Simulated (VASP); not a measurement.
# BaTiO3 (P4mm) in VASP: a series of runs

The runs below take BaTiO3 through single point, with PBE+D4, PBE+D3(BJ), PBE, r2SCAN+rVV10.

Everything below comes from runs of VASP 6.6.1. Logs are shortened: lines on timing, memory, paths and dates and some standing lists are left out, and cuts for length are marked.

## Step 1: The cell of the first run

The structure is tetragonal, space group P4mm (No. 99). Conventional cell: a = 3.972 Å, b = 3.972 Å, c = 4.123 Å, α = 90.00°, β = 90.00°, γ = 90.00°. Within 3.7 Å of Ba (site symmetry 4mm) lie 12 O at 2.79 to 2.94 Å and 8 Ti at 3.44 to 3.53 Å. Within 2.4 Å of Ti (site symmetry 4mm) lie 6 O at 1.82 to 2.30 Å. Within 2.4 Å of O (site symmetry 4mm) lie 2 Ti at 1.82 to 2.30 Å. O (site symmetry 2mm) has 2 Ti at 1.99 Å within 2.6 Å.

## Step 2: Single point, PBE+D4

INCAR reads:

```
SYSTEM = BaTiO3
PREC     = Accurate       ! precision mode
ENCUT    = 520            ! plane-wave cutoff, eV
EDIFF    = 1E-6           ! SCF threshold, eV
ISMEAR   = 0              ! smearing method
SIGMA    = 0.01           ! smearing width, eV
LREAL    = .False.        ! projectors in reciprocal space
LASPH    = .True.         ! aspherical terms in the spheres
NELM     = 80             ! most SCF steps
ALGO     = Normal         ! electronic algorithm
ISIF     = 2              ! what is computed and relaxed
LWAVE    = .False.        ! write WAVECAR
LCHARG   = .False.        ! write CHGCAR
GGA      = PE             ! functional
IVDW     = 13             ! dispersion correction
NBANDS   = 28             ! bands
```

KPOINTS reads:

```
regular mesh
0
Gamma
  5 5 5
  0 0 0
```

POSCAR reads:

```
BaTiO3
1.0
    3.9721659923      0.0000000000      0.0000000000
    0.0000000000      3.9721659923      0.0000000000
    0.0000000000      0.0000000000      4.1229269517
Ba Ti O
1 1 3
Direct
    0.0000000000      0.0000000000     -0.0064306204
    0.5000000000      0.5000000000      0.4767605849
    0.5000000000      0.5000000000      0.0345128601
    0.5000000000      0.0000000000      0.5190785877
    0.0000000000      0.5000000000      0.5190785877
```

Potentials or basis: VASP PAW PBE potentials, release 64 (Ba_sv, Ti_sv, O).

Run with:

```sh
$ cat potpaw_PBE.64/Ba_sv/POTCAR potpaw_PBE.64/Ti_sv/POTCAR potpaw_PBE.64/O/POTCAR > POTCAR
$ mpirun -np 1 vasp_std > vasp.out
```

OUTCAR:

```text
SYSTEM = BaTiO3
   PREC = Accurate
   ENCUT = 520
   EDIFF = 1E-6
   ISMEAR = 0
   LREAL = .False.
   LASPH = .True.
   NELM = 80
   ISIF = 2
   GGA = PE
   IVDW = 13

 ion  position               nearest neighbor table
   1  0.000  0.000  0.994-   4 2.79   5 2.79   5 2.79   4 2.79   3 2.81   3 2.81   3 2.81   3 2.81
                             4 2.94   5 2.94   5 2.94   4 2.94   2 3.44   2 3.44   2 3.44   2 3.44
   2  0.500  0.500  0.477-   3 1.82   4 1.99   5 1.99   4 1.99   5 1.99   3 2.30   1 3.44   1 3.44
                             1 3.44   1 3.44   1 3.53   1 3.53   1 3.53   1 3.53
   3  0.500  0.500  0.035-   2 1.82   2 2.30   1 2.81   1 2.81   1 2.81   1 2.81
   4  0.500  0.000  0.519-   2 1.99   2 1.99   1 2.79   1 2.79   1 2.94   1 2.94
   5  0.000  0.500  0.519-   2 1.99   2 1.99   1 2.79   1 2.79   1 2.94   1 2.94

  LATTYP: Found a simple tetragonal cell.
 ALAT       =     3.9721659923
 C/A-ratio  =     1.0379543452

  Lattice vectors:

 A1 = (   3.9721659923,   0.0000000000,   0.0000000000)
 A2 = (   0.0000000000,   3.9721659923,   0.0000000000)
 A3 = (   0.0000000000,   0.0000000000,   4.1229269517)

Analysis of symmetry for initial positions (statically):
=====================================================================
 Subroutine PRICEL returns:
 Original cell was already a primitive cell.

 Routine SETGRP: Setting up the symmetry group for a
 simple tetragonal supercell.

 Subroutine GETGRP returns: Found  8 space group operations
 (whereof  8 operations were pure point group operations)
 out of a pool of 16 trial point group operations.

The static configuration has the point symmetry C_4v.

Analysis of symmetry for dynamics (positions and initial velocities):
=====================================================================
 Subroutine PRICEL returns:
 Original cell was already a primitive cell.

 Routine SETGRP: Setting up the symmetry group for a
 simple tetragonal supercell.

 Subroutine GETGRP returns: Found  8 space group operations
 (whereof  8 operations were pure point group operations)
 out of a pool of 16 trial point group operations.

The dynamic configuration has the point symmetry C_4v.

 Subroutine INISYM returns: Found  8 space group operations
 (whereof  8 operations are pure point group operations),
 and found     1 'primitive' translations

----------------------------------------------------------------------------------------

                                     Primitive cell

  volume of cell :      65.0520

  direct lattice vectors                    reciprocal lattice vectors
     3.972165992  0.000000000  0.000000000     0.251751815  0.000000000  0.000000000
     0.000000000  3.972165992  0.000000000     0.000000000  0.251751815  0.000000000
     0.000000000  0.000000000  4.122926952     0.000000000  0.000000000  0.242546136

  length of vectors
     3.972165992  3.972165992  4.122926952     0.251751815  0.251751815  0.242546136

  position of ions in fractional coordinates (direct lattice)
     0.000000000  0.000000000  0.993569380
     0.500000000  0.500000000  0.476760585
     0.500000000  0.500000000  0.034512860
     0.500000000  0.000000000  0.519078588
     0.000000000  0.500000000  0.519078588

  ion indices of the primitive-cell ions
   primitive index   ion index
                 1           1
                 2           2
                 3           3
                 4           4
                 5           5

----------------------------------------------------------------------------------------

 KPOINTS: regular mesh

Automatic generation of k-mesh.
 Grid dimensions read from file:
 generate k-points for:    5    5    5

 Generating k-lattice:

  Cartesian coordinates                     Fractional coordinates (reciprocal lattice)
     0.050350363  0.000000000  0.000000000     0.200000000  0.000000000  0.000000000
     0.000000000  0.050350363  0.000000000     0.000000000  0.200000000  0.000000000
     0.000000000  0.000000000  0.048509227     0.000000000  0.000000000  0.200000000

  Length of vectors
     0.050350363  0.050350363  0.048509227

  Shift w.r.t. Gamma in fractional coordinates (k-lattice)
     0.000000000  0.000000000  0.000000000

 Subroutine IBZKPT returns following result:
 ===========================================

 Found     18 irreducible k-points:

 Following reciprocal coordinates:
            Coordinates               Weight
  0.000000  0.000000  0.000000      1.000000
  0.200000  0.000000  0.000000      4.000000
  0.400000  0.000000  0.000000      4.000000
  0.200000  0.200000  0.000000      4.000000
  0.400000  0.200000  0.000000      8.000000
  0.400000  0.400000  0.000000      4.000000
[... 10 lines left out ...]
  0.400000  0.200000  0.400000     16.000000
  0.400000  0.400000  0.400000      8.000000
   k-points           NKPTS =     18   k-points in BZ     NKDIM =     18   number of bands    NBANDS=     28
   number of dos      NEDOS =    301   number of ions     NIONS =      5
   total plane-waves  NPLWV =  28800
   dimension x,y,z NGX =    30 NGY =   30 NGZ =   32
   dimension x,y,z NGXF=    60 NGYF=   60 NGZF=   64
   ions per type =               1   1   3
   NGX,Y,Z   is equivalent  to a cutoff of  12.56, 12.56, 12.90 a.u.
   NGXF,Y,Z  is equivalent  to a cutoff of  25.11, 25.11, 25.81 a.u.
 SYSTEM =  BaTiO3
   PREC   = accura    normal or accurate (medium, high low for compatibility)
   ISTART =      0    job   : 0-new  1-cont  2-samecut
   ICHARG =      2    charge: 1-file 2-atom 10-const
   ISPIN  =      1    spin polarized calculation?
   LNONCOLLINEAR =      F non collinear calculations
   LSORBIT =      F    spin-orbit coupling
   LASPH  =      T    aspherical Exc in radial PAW
   ENCUT  =  520.0 eV  38.22 Ry    6.18 a.u.   7.39  7.39  7.67*2*pi/ulx,y,z
   NELM   =     80;   NELMIN=  2; NELMDL= -5     # of ELM steps
   EDIFF  = 0.1E-05   stopping-criterion for ELM
   LREAL  =      F    real-space projection
   EDIFFG = 0.1E-04   stopping-criterion for IOM
   NSW    =      0    number of steps for IOM
   IBRION =     -1    ionic relax: 0-MD 1-quasi-New 2-CG
   NFREE  =      0    steps in history (QN), initial steepest desc. (CG)
   ISIF   =      2    stress and relaxation
   ISYM   =      2    0-nonsym 1-usesym 2-fastsym
   POTIM  = 0.5000    time-step for ionic-motion
   TEBEG  =    0.0;   TEEND  =   0.0 temperature during run
   PSTRESS=    0.0 pullay stress
   NELECT =      40.0000    total number of electrons
   NUPDOWN=      -1.0000    fix difference up-down
   EMIN   =  10.00;   EMAX   =-10.00  energy-range for DOS
   EFERMI =   0.00;   METHOD = LEGACY
   ISMEAR =     0;   SIGMA  =   0.01  broadening in eV -4-tet -1-fermi 0-gaus
   EFERMI_NEDOS =   21; number of points for ismear=-14 and -15
   IALGO  =     38    algorithm
   IMIX   =      4    mixing-type and parameters
     AMIX     =   0.40;   BMIX     =  1.00
     AMIX_MAG =   1.60;   BMIX_MAG =  1.00
  volume/ion in A,a.u.               =      13.01        87.80
  Fermi-wavevector in a.u.,A,eV,Ry     =   1.392114  2.630713 26.367824  1.937980
  Thomas-Fermi vector in A             =   2.515888
   LORBIT       =      0    0 simple, 1 ext, 2 COOP (PROOUT), +10 PAW based schemes
   GGA     = PE    functional components
   LHFCALC =     F    Hartree Fock is set to
   AEXX    =    0.0000 exact exchange contribution
   IVDW    =    13    specifies the selected vdW correction
   LEPSILON=     F    determine dielectric tensor
   LRPA    =     F    only Hartree local field effects (RPA)
 non-spin polarized calculation
 Gauss-broadening in eV      SIGMA  =   0.01
  energy-cutoff  :      520.00
  volume of cell :       65.05
 maximum number of plane-waves:      1787
 NGX is ok and might be reduce to    30
   NGX = 15   NGY = 15   NGZ = 15

 number of electron      39.9999982 magnetization

 Free energy of the ion-electron system (eV)
  ---------------------------------------------------
  ext. energy  EPLUGINS =         0.00000000
  ---------------------------------------------------
  free energy    TOTEN  =       -40.01220378 eV

  energy without entropy =      -40.01220378  energy(sigma->0) =      -40.01220378

 E-fermi :   3.8082     XC(G=0): -11.1650

 val. band max:        3.6914946641   @ k =   0.4000   0.4000   0.2000
 cond. band min:       5.6907363119   @ k =   0.0000   0.0000   0.0000
 fundamental gap:      1.9992416478
 Fermi energy:         3.8082332575

 k-point     1 :       0.0000    0.0000    0.0000
  band No.  band energies     occupation
      1     -52.6999      2.00000
      2     -29.0154      2.00000
      3     -28.9087      2.00000
      4     -28.9087      2.00000
      5     -21.1696      2.00000
      6     -13.1353      2.00000
[... 20 lines left out ...]
     27       8.9622      0.00000
     28      10.8822      0.00000

 k-point     2 :       0.2000    0.0000    0.0000
  band No.  band energies     occupation
      1     -52.6995      2.00000
      2     -29.0146      2.00000
      3     -28.9285      2.00000
      4     -28.9079      2.00000
      5     -21.1285      2.00000
      6     -13.1712      2.00000
[... 20 lines left out ...]
     27       9.6706      0.00000
     28      11.8010      0.00000

 k-point     3 :       0.4000    0.0000    0.0000
  band No.  band energies     occupation
      1     -52.6989      2.00000
      2     -29.0133      2.00000
      3     -28.9602      2.00000
      4     -28.9067      2.00000
      5     -21.0605      2.00000
      6     -13.3241      2.00000
[... 20 lines left out ...]
     27      11.0305      0.00000
     28      11.8848      0.00000

 k-point     4 :       0.2000    0.2000    0.0000
  band No.  band energies     occupation
      1     -52.6991      2.00000
      2     -29.0138      2.00000
      3     -28.9279      2.00000
      4     -28.9272      2.00000
      5     -21.0922      2.00000
      6     -13.1335      2.00000
[... 20 lines left out ...]
     27      10.1423      0.00000
     28      12.0124      0.00000

 k-point     5 :       0.4000    0.2000    0.0000
  band No.  band energies     occupation
      1     -52.6985      2.00000
      2     -29.0125      2.00000
      3     -28.9590      2.00000
      4     -28.9261      2.00000
      5     -21.0322      2.00000
      6     -13.1745      2.00000
[... 20 lines left out ...]
     27      11.6145      0.00000
     28      12.4026      0.00000

 k-point     6 :       0.4000    0.4000    0.0000
  band No.  band energies     occupation
      1     -52.6978      2.00000
      2     -29.0112      2.00000
      3     -28.9573      2.00000
      4     -28.9570      2.00000
      5     -20.9855      2.00000
      6     -12.9352      2.00000
[... 277 lines left out ...]
      5     -21.0077      2.00000
      6     -12.8828      2.00000
[... 20 lines left out ...]
     27      11.6966      0.00000
     28      13.1988      0.00000

 k-point    16 :       0.2000    0.2000    0.4000
  band No.  band energies     occupation
      1     -52.6985      2.00000
      2     -29.0468      2.00000
      3     -28.9262      2.00000
      4     -28.9258      2.00000
      5     -21.0287      2.00000
      6     -12.9642      2.00000
[... 20 lines left out ...]
     27      11.5819      0.00000
     28      12.1980      0.00000

 k-point    17 :       0.4000    0.2000    0.4000
  band No.  band energies     occupation
      1     -52.6979      2.00000
      2     -29.0449      2.00000
      3     -28.9570      2.00000
      4     -28.9247      2.00000
      5     -20.9825      2.00000
      6     -12.7238      2.00000
[... 20 lines left out ...]
     27      11.8381      0.00000
     28      12.1751      0.00000

 k-point    18 :       0.4000    0.4000    0.4000
  band No.  band energies     occupation
      1     -52.6972      2.00000
      2     -29.0434      2.00000
      3     -28.9556      2.00000
      4     -28.9554      2.00000
      5     -20.9410      2.00000
      6     -12.5218      2.00000
[... 20 lines left out ...]
     27      11.3578      0.00000
     28      11.6192      0.00000

------------------------ aborting loop because EDIFF is reached ----------------------------------------

  DFT-D4 for vdW energy calculation

  Edisp (eV):   -1.06565

  FORCE on cell =-STRESS in cart. coord.  units (eV):
  Direction    XX          YY          ZZ          XY          YZ          ZX
  --------------------------------------------------------------------------------------
  -------------------------------------------------------------------------------------
  Total       0.70021     0.70021     0.72292     0.00000     0.00000     0.00000
  in kB      17.24572    17.24572    17.80504     0.00000     0.00000     0.00000
  external pressure =       17.43 kB  Pullay stress =        0.00 kB

 VOLUME and BASIS-vectors are now :
 -----------------------------------------------------------------------------
  energy-cutoff  :      520.00
  volume of cell :       65.05
      direct lattice vectors                 reciprocal lattice vectors
     3.972165992  0.000000000  0.000000000     0.251751815  0.000000000  0.000000000
     0.000000000  3.972165992  0.000000000     0.000000000  0.251751815  0.000000000
     0.000000000  0.000000000  4.122926952     0.000000000  0.000000000  0.242546136

 POSITION                                       TOTAL-FORCE (eV/Angst)
 -----------------------------------------------------------------------------------
      0.00000      0.00000      4.09641        -0.000000      0.000000      0.042513
      1.98608      1.98608      1.96565        -0.000000      0.000000      0.075547
      1.98608      1.98608      0.14229        -0.000000     -0.000000     -0.074876
      1.98608      0.00000      2.14012        -0.000000      0.000000     -0.021592
      0.00000      1.98608      2.14012         0.000000      0.000000     -0.021592
 -----------------------------------------------------------------------------------
    total drift:                                0.000000      0.000000     -0.000291

  FREE ENERGIE OF THE ION-ELECTRON SYSTEM (eV)
  ---------------------------------------------------
  free  energy   TOTEN  =       -41.0778504134 eV

  energy  without entropy=      -41.0778504134  energy(sigma->0) =      -41.07785041
```

It took 31 s on 1 thread of Intel Xeon 6975P-C (Granite Rapids), shared host; peak memory 0.18 GiB.

What came out:

| Property | Result |
| --- | --- |
| Free energy | -41.0779 eV |
| Pressure | 1.7 GPa |
| Largest force | 0.076 eV/Å |
| Band gap on the k mesh | 2.00 eV, indirect (least direct gap 2.31 eV) |
| Dispersion energy per atom | -0.213 eV |

Forces in eV/Å, atoms in the order of the input:
```
Ba   0.000  0.000  0.043
Ti   0.000  0.000  0.076
O    0.000  0.000 -0.075
O    0.000  0.000 -0.022
O    0.000  0.000 -0.022
```

Levels at points of the mesh, in eV from the valence-band top:
```csv
k point,band 18,band 19,band 20,band 21,band 22,band 23
"(0.00, 0.00, 0.00)",-0.54,-0.31,-0.31,2.00,2.53,2.53
```

Caveat: spin-orbit coupling is left out, which moves the levels of the heavy elements.

(Continued in part 2 of 3.)
